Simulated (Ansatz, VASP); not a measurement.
**Two plane-wave programs on Zr**

The input INCAR:

```
SYSTEM = Zr
  PREC = Accurate
  ENCUT = 520
  EDIFF = 1E-6
  ISMEAR = 0
  SIGMA = 0.15
  LREAL = .False.
  LASPH = .True.
  NELM = 80
  ALGO = Fast
  ISIF = 2
  LWAVE = .False.
  LCHARG = .False.
  GGA = PS
  NBANDS = 19
```

The input KPOINTS:

```
regular mesh
0
Gamma
  18 18 10
  0 0 0
```

File POSCAR:

```
Zr
1.0
    3.2319982225      0.0000000000     -0.0969599467
   -1.6159991112      2.7989925657      0.0484799733
   -0.1544100000      0.0000000000      5.1470000000
Zr
2
Direct
    0.3333333333      0.6666666667      0.2500000000
    0.6666666667      0.3333333333      0.7500000000
```

Input for Ansatz:

```yaml
crystal:
  lattice:
    - [3.2319982225, 0.0, -0.0969599467]
    - [-1.6159991112, 2.7989925657, 0.0484799733]
    - [-0.15441, 0.0, 5.147]
  atoms:
    - { symbol: Zr, position: [0.3333333333, 0.6666666667, 0.25] }
    - { symbol: Zr, position: [0.6666666667, 0.3333333333, 0.75] }
basis:
  ecutwfc: 420
kpoints:
  mp_grid: { grid: [18, 18, 10] }
hamiltonian:
  xc: pbesol
scf:
  occupations: { method: gaussian, width: 0.15 }
output:
  forces: true
  stress: true
  eigenvalues: true
```

Change from the starting cell: strain -0.0600 x Voigt [0, 0, 0, 0, 1, 0], atoms carried along.

Alike in both runs: task single point; functional PBEsol; k mesh 18 × 18 × 10; occupations gaussian, width 0.15 eV; no spin polarisation.

```csv
,VASP,Ansatz
version,VASP 6.6.1,Ansatz 0.2.0
potentials or method,"VASP PAW PBE potentials, release 64 (Zr_sv), cutoff 520 eV","scalar-relativistic, plane waves, PAW"
valence electrons in the cell,24,24
```

|  | VASP | Ansatz | Ansatz less VASP |
| --- | --- | --- | --- |
| gap on the k mesh at the Fermi level (eV) | none | none | - |
| pressure (GPa) | -3.3 | -3.3 | -0.05 |
| traceless stress, the component that is largest in VASP (GPa) | 1.45 | 1.44 | -0.007 |
| rms of the force components (eV/Å) | 0.007 | 0.007 | -0.0001 |

VASP's potentials were made for PBE, not for PBEsol. Atom by atom the forces differ by 0.000 eV/Å (rms over components). A gap of «none» marks a metal or a gap that the smearing closes.
